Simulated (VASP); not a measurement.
# TiSi: single point with PBEsol

The system is TiSi.

```
Ti Si
1.0
     6.64537    0.00000    0.00000
     0.00000    3.73112    0.00000
     0.00000    0.00000    5.11271
Ti Si
4 4
Direct
  0.67611 0.25000 0.37059
  0.32389 0.75000 0.62941
  0.82389 0.75000 0.87059
  0.17611 0.25000 0.12941
  0.54412 0.25000 0.85363
  0.45588 0.75000 0.14637
  0.95588 0.75000 0.35363
  0.04412 0.25000 0.64637
```

This cell differs from its parent crystal: strain +0.030 along x and y, +0.030 along z.

```json
{
  "Program": "VASP 6.6.1",
  "Task": "single point",
  "Functional": "PBEsol",
  "Potentials or basis": "VASP PAW PBE potentials, release 64 (Ti_sv, Si)",
  "Cutoff": "520 eV",
  "k mesh": "6 × 12 × 8",
  "Occupations": "gaussian, width 0.15 eV",
  "Spin": "no spin polarisation"
}
```

```yaml
Pressure: -11.4 GPa
Largest_force: 0.041 eV/Å
Band_gap_on_the_k_mesh: zero (band 32 reaches 9.10 eV, above the bottom of band 33 at 8.78 eV)
```

Forces in eV/Å, atoms in the order of the input:
```
Ti   0.026  0.000  0.001
Ti  -0.026  0.000 -0.001
Ti  -0.026  0.000  0.001
Ti   0.026  0.000 -0.001
Si   0.002  0.000  0.040
Si  -0.002  0.000 -0.040
Si  -0.002  0.000  0.040
Si   0.002  0.000 -0.040
```

Stress tensor (GPa, compression positive):
```
-10.54   0.00   0.00
  0.00 -11.90   0.00
  0.00   0.00 -11.77
```

Levels at points of the mesh, in eV from the Fermi level:
| k point | band 30 | band 31 | band 32 | band 33 | band 34 | band 35 |
| --- | --- | --- | --- | --- | --- | --- |
| (0.00, 0.00, 0.00) | -0.49 | -0.29 | -0.16 | 0.30 | 0.52 | 0.58 |
| (0.50, 0.00, 0.00) | -0.70 | -0.39 | -0.39 | 0.32 | 0.32 | 0.55 |
| (0.00, 0.50, 0.00) | -1.51 | -1.50 | -1.50 | 1.30 | 1.30 | 1.58 |
| (0.50, 0.50, 0.00) | -1.57 | -1.57 | -1.57 | 1.51 | 1.51 | 1.51 |
| (0.00, 0.00, 0.50) | -0.80 | -0.27 | -0.27 | 0.39 | 0.39 | 0.68 |
| (0.50, 0.00, 0.50) | -0.87 | -0.63 | -0.63 | 0.37 | 0.37 | 0.65 |
| (0.00, 0.50, 0.50) | -0.48 | -0.40 | -0.40 | -0.02 | -0.02 | 0.68 |
| (0.50, 0.50, 0.50) | -1.22 | -1.22 | -1.22 | 1.16 | 1.16 | 1.16 |

Wall time 19 min on 1 thread of Intel Xeon 8259CL, on a shared host, peak memory 0.62 GiB.

Caveat: the cell differs from its parent crystal (strain +0.030 along x and y, +0.030 along z); the PAW data sets were made with another functional, which shifts forces and pressure a little.
